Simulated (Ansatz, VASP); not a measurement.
# Sn: VASP beside Ansatz

```
CELL_PARAMETERS angstrom
2.87432 0.00000 0.00000
-1.43716 2.48923 0.00000
0.00000 0.00000 5.47713
ATOMIC_POSITIONS crystal
Sn 0.33333 0.66667 0.25000
Sn 0.66667 0.33333 0.75000
```

Alike in both runs: task relaxation of cell and atoms; functional PBEsol; k mesh 12 × 12 × 4; occupations gaussian, width 0.1 eV; no spin polarisation.

```csv
,VASP,Ansatz
version,VASP 6.6.1,Ansatz 0.2.0
potentials or method,"VASP PAW PBE potentials, release 64 (Sn_d), cutoff 600 eV","scalar-relativistic, plane waves, PAW"
valence electrons in the cell,28,28
```

VASP gave:

- gap on the k mesh at the Fermi level, each at its own relaxed structure (eV): none
- relaxed volume (Å³/atom): 26.07
- relaxed length of the cell vector where the two differ most in proportion (Å): 5.343

Q: Which values does Ansatz return?

A: gap on the k mesh at the Fermi level, each at its own relaxed structure (eV): none; relaxed volume (Å³/atom): 26.04; relaxed length of the cell vector where the two differ most in proportion (Å): 5.349.

VASP's potentials were made for PBE, not for PBEsol. A gap of «none» marks a metal or a gap that the smearing closes.

Noted on VASP's run: the volume moved by over 15 % at a fixed basis, so the end points are rough.
